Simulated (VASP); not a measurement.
A run of VASP 6.6.1 is set up as follows.

File INCAR:

```
PREC = Accurate ; ENCUT = 520
EDIFF = 1E-7 ; ISMEAR = -1
SIGMA = 0.02 ; LREAL = Auto
LASPH = T ; NELM = 60
ALGO = Normal ; ISIF = 2
LWAVE = F ; LCHARG = F
GGA = PE ; NBANDS = 53
```

KPOINTS

```
regular mesh
0
Gamma
  2 2 2
```

Contents of POSCAR:

```
Si16Ge
1.0
    0.0000000000      5.4300000000      5.4300000000
    5.4300000000      0.0000000000      5.4300000000
    5.4300000000      5.4300000000      0.0000000000
Si Ge
16 1
Direct
   -0.0083163904     -0.0088370166     -0.0094355433
    0.1133529466      0.1126757827      0.1120980663
    0.0077348987      0.0091798343      0.4751302947
    0.1284139042      0.1300302947      0.6139472376
    0.0078333333      0.4756959484      0.0087639042
    0.1286142726      0.6145783610      0.1294223757
    0.0062156538      0.5011779006      0.5005753223
    0.1408015654      0.6192527624      0.6189157459
    0.4762779006      0.0079569061      0.0074012891
    0.6149564457      0.1289949355      0.1281958564
    0.4996458564      0.0081093923      0.4995554328
    0.6187106814      0.1413624309      0.6182451197
    0.4998452118      0.5003496317      0.0073840700
    0.6188819521      0.6188136280      0.1408806630
    0.5097631676      0.5100850829      0.5096263352
    0.6330762431      0.6349239411      0.6341839779
    0.8605249540      0.8600115101      0.8593367403
```

Potentials or basis: VASP PAW PBE potentials, release 64 (Si, Ge_d).

Launch:

```bash
$ cat potpaw_PBE.64/Si/POTCAR potpaw_PBE.64/Ge_d/POTCAR > POTCAR
$ mpirun -np 1 vasp_std > vasp.out
```

Q: Predict the pressure.

A: 6.4 GPa.

Q: Predict the largest force.

A: 0.256 eV/Å.

Forces on the atoms (eV/Å):
```
Si   0.094  0.087  0.088
Si   0.066  0.064  0.066
Si   0.017  0.023 -0.083
Si   0.009  0.013 -0.019
Si   0.017 -0.083  0.021
Si   0.009 -0.020  0.013
Si  -0.022 -0.024 -0.025
Si  -0.022 -0.035 -0.031
Si  -0.075  0.017  0.017
Si  -0.015  0.009  0.007
Si  -0.025 -0.015 -0.025
Si  -0.029 -0.016 -0.032
Si  -0.025 -0.025 -0.015
Si  -0.029 -0.034 -0.017
Si  -0.056 -0.057 -0.057
Si  -0.062 -0.056 -0.056
Ge   0.146  0.151  0.147
```

Caveat: the k points lie up to 0.50 Å⁻¹ apart.
